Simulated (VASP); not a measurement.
LiF3:

```
Li F
1.0
     3.00136    0.00000    0.00000
    -1.50068    2.59926    0.00000
     0.00000    0.00000    7.00839
Li F
1 3
Direct
  0.66667 0.33333 0.00000
  0.66667 0.33333 0.50000
  0.33333 0.66667 0.13909
  0.33333 0.66667 0.86091
```

```yaml
Program: VASP 6.6.1
Task: relaxation of cell and atoms
Functional: PBE
Potentials_or_basis: VASP PAW PBE potentials, release 64 (Li_sv, F)
Cutoff: 600 eV
k_mesh: 6 × 6 × 4
Occupations: gaussian, width 0.1 eV
Spin: collinear spin, ferromagnetic start
Starting_moments: "[0.0, 0.72, 0.72, 0.72] μB"
```

At the start: pressure 1.0 GPa; volume 13.67 Å³/atom.

Question: How do energy, volume and symmetry change on relaxing?

Answer: Over 17 steps the energy falls by 16.6 meV/atom and the volume is 12.70 Å³/atom (-7.1 %); space group P-6m2 (No. 187, to 0.05 Å); moment 0.00 μB per cell.

The path:
| step | energy change (eV) | largest force (eV/Å) | pressure (GPa) | volume (Å³) |
| --- | --- | --- | --- | --- |
| 1 | 0.0000 | 0.0130 | 1.04 | 54.67 |
| 2 | -0.0137 | 0.0550 | 0.79 | 55.37 |
| 3 | -0.0297 | 0.2589 | 0.23 | 57.25 |
| 4 | -0.0337 | 0.0459 | -0.63 | 57.95 |
| 5 | -0.0339 | 0.0113 | -0.46 | 57.81 |
| 6 | -0.0364 | 0.0169 | -0.49 | 57.49 |
| 7 | -0.0437 | 0.0378 | -0.51 | 56.52 |
| 8 | -0.0558 | 0.1017 | -0.47 | 54.56 |
| 9 | -0.0689 | 0.1383 | -0.72 | 50.53 |
| 10 | -0.0587 | 0.2352 | -0.16 | 52.98 |
| 11 | -0.0602 | 0.1898 | -0.24 | 52.77 |
| 12 | -0.0630 | 0.0636 | -0.41 | 52.16 |
| 13 | -0.0606 | 0.1591 | -0.69 | 50.92 |
| 14 | -0.0634 | 0.0044 | -0.49 | 51.81 |
| 15 | -0.0640 | 0.0059 | -0.44 | 51.71 |
| 16 | -0.0652 | 0.0087 | -0.31 | 51.40 |
| 17 | -0.0666 | 0.0150 | -0.03 | 50.79 |

Final structure:
```
CELL_PARAMETERS angstrom
3.11260 0.00000 0.00000
-1.55630 2.69559 0.00000
0.00000 0.00000 6.05303
ATOMIC_POSITIONS crystal
Li 0.66667 0.33333 0.00000
F 0.66667 0.33333 0.50000
F 0.33333 0.66667 0.15928
F 0.33333 0.66667 0.84072
```

Caveat: the cutoff is under 1.25 times the usual one of these potentials, so pressure, stress and relaxed cells hold a basis-set (Pulay) error.
